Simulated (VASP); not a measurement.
Input of a VASP 6.6.1 run:

INCAR

```
SYSTEM = Sb2Mo
  PREC = Accurate
  ENCUT = 520
  EDIFF = 1E-6
  ISMEAR = -1
  SIGMA = 0.03
  LREAL = .False.
  LASPH = .True.
  NELM = 80
  ALGO = Normal
  ISIF = 2
  LWAVE = .False.
  LCHARG = .False.
  GGA = PE
  NBANDS = 19
```

KPOINTS

```
Automatic mesh
0
Gamma
  12 12 7
  0 0 0
```

File POSCAR:

```
Sb2Mo
1.0
    3.4801084287      0.0000000000      0.0000000000
   -1.7400542143      3.0138623071      0.0000000000
    0.0000000000      0.0000000000      6.4706450298
Mo Sb
1 2
Direct
    0.0000000000      0.0000000000      0.0000000000
    0.3333333333      0.6666666667      0.2912959530
    0.6666666667      0.3333333333      0.7087040470
```

Potentials or basis: VASP PAW PBE potentials, release 64 (Mo_sv, Sb).

The run is started by

```sh
$ cat potpaw_PBE.64/Mo_sv/POTCAR potpaw_PBE.64/Sb/POTCAR > POTCAR
$ mpirun -np 1 vasp_std > vasp.out
```

Question: Estimate the band gap on the k mesh.

Answer: Zero (band 12 reaches 9.94 eV, above the bottom of band 13 at 9.13 eV).

Question: What does it give for the pressure?

Answer: -0.1 GPa.

Forces on the atoms (eV/Å):
```
Mo   0.000  0.000  0.000
Sb   0.000  0.000  0.002
Sb   0.000  0.000 -0.002
```

Caveat: spin-orbit coupling is left out, which moves the levels of the heavy elements.
